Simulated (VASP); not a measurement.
Wanted: the native input for a VASP 6.6.1 run.

| Property | Result |
| --- | --- |
| Task | single point |
| Functional | PBEsol |
| Potentials or basis | VASP PAW PBE potentials, release 64 (F, Ca_sv) |
| Cutoff | 600 eV |
| k mesh | 9 × 9 × 4 |
| Occupations | gaussian, width 0.02 eV |
| Spin | no spin polarisation |
| Dipole correction | no |
| Further INCAR settings | ALGO = Normal; EDIFF = 1e-06; NBANDS = 46 |

The structure of CaF2 lies in POSCAR:

```
CaF2
1.0
    3.8325187762      0.0000000000      0.0000000000
   -1.9162593881      3.3190586206      0.0000000000
    0.0000000000      0.0000000000      9.3877154000
F Ca
6 3
Direct
    0.0000000000      0.0000000000      0.0000010333
    0.3333333333      0.6666666667      0.1666656333
    0.6666666667      0.3333333333      0.3333343667
    0.0000000000      0.0000000000      0.4999989667
    0.3333333333      0.6666666667      0.6666677000
    0.6666666667      0.3333333333      0.8333323000
    0.6666666667      0.3333333333      0.0833333333
    0.3333333333      0.6666666667      0.4166666667
    0.0000000000      0.0000000000      0.7500000000
```

One way to write it, as run:

INCAR

```
SYSTEM = CaF2
PREC = Accurate ; ENCUT = 600
EDIFF = 1E-6 ; ISMEAR = 0
SIGMA = 0.02 ; LREAL = .False.
LASPH = .True. ; NELM = 120
ALGO = Normal ; ISIF = 2
LWAVE = .False. ; LCHARG = .False.
GGA = PS ; NBANDS = 46
GGA_COMPAT = .False.
```

KPOINTS

```
Automatic mesh
0
Gamma
  9 9 4
  0 0 0
```

Potentials or basis: VASP PAW PBE potentials, release 64 (F, Ca_sv).

Run with:

```bash
$ cat potpaw_PBE.64/F/POTCAR potpaw_PBE.64/Ca_sv/POTCAR > POTCAR
$ mpirun -np 1 vasp_std > vasp.out
```

It gave:

```json
{
 "Pressure": "0.3 GPa",
 "Band gap on the k mesh": "7.25 eV"
}
```

Caveat: the PAW data sets were made with another functional, which shifts forces and pressure a little.

Run time: 5.1 min on 1 thread of Oxide Virtual Turin-like Processor (shared host), peak memory 0.37 GiB.
